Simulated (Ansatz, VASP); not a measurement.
## WS2: VASP beside Ansatz

```
W S
1.0
     3.18778    0.00000    0.00000
    -1.59389    2.76070    0.00000
     0.00000    0.00000   14.77497
W S
2 4
Direct
  0.33333 0.66667 0.25000
  0.66667 0.33333 0.75000
  0.33333 0.66667 0.64367
  0.66667 0.33333 0.14367
  0.33333 0.66667 0.85633
  0.66667 0.33333 0.35633
```

Alike in both runs: task single point; functional PBE; k mesh 12 × 12 × 2; occupations gaussian, width 0.05 eV; no spin polarisation.

```csv
,VASP,Ansatz
version,VASP 6.6.1,Ansatz 0.2.0
potentials or method,"VASP PAW PBE potentials, release 64 (W_sv, S), cutoff 520 eV","scalar-relativistic, plane waves, PAW"
valence electrons in the cell,52,52
```

|  | VASP | Ansatz | Ansatz less VASP |
| --- | --- | --- | --- |
| gap on the k mesh at the Fermi level (eV) | 1.63 | 1.62 | -0.014 |
| least direct gap on the mesh (eV) | 1.80 | 1.79 | -0.003 |
| pressure (GPa) | 0.0 | 0.0 | +0.04 |

Neither program's run includes spin-orbit coupling.
